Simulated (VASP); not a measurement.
Runs of VASP 6.6.1 on PbSe. The structure is that of space group Cmcm (No. 63), or close to it. The cells are those of the table. 

```csv
cell,gap on the mesh (eV),pressure (GPa),largest force (eV/Å)
"a = 6.615, b = 6.615, c = 4.528 Å, angles 90.0, 90.0, 141.3°, 4 atoms",1.20,(a),0.27
"a = 6.384, b = 6.384, c = 4.370 Å, angles 90.0, 90.0, 141.3°, 4 atoms",1.07,0.9,0.28
"a = 6.559, b = 6.559, c = 4.490 Å, angles 90.0, 90.0, 141.3°, 4 atoms",1.17,(b),0.15
"a = 6.443, b = 6.443, c = 4.411 Å, angles 90.0, 90.0, 141.3°, 4 atoms",(c),-0.5,0.14
"a = 6.323, b = 6.323, c = 4.329 Å, angles 90.0, 90.0, 141.3°, 4 atoms",1.03,2.7,0.45
"a = 6.501, b = 6.501, c = 4.450 Å, angles 90.0, 90.0, 141.3°, 4 atoms",1.14,-1.8,0.04
```

Alike in all rows: task single point; level PBEsol; potentials or basis VASP PAW PBE potentials, release 64 (Pb_d, Se); no spin polarisation; k mesh 6 × 6 × 4; cutoff (eV) 520; smearing gaussian 0.01 eV.

Q: Estimate the missing entries.

A: (a) -3.8; (b) -2.9; (c) 1.11.

Caveats: the PAW data sets were made with another functional, which shifts forces and pressure a little; spin-orbit coupling is left out, which moves the levels of the heavy elements.

A k mesh can miss the band edges, and the runs leave out spin-orbit coupling on Pb, Se.
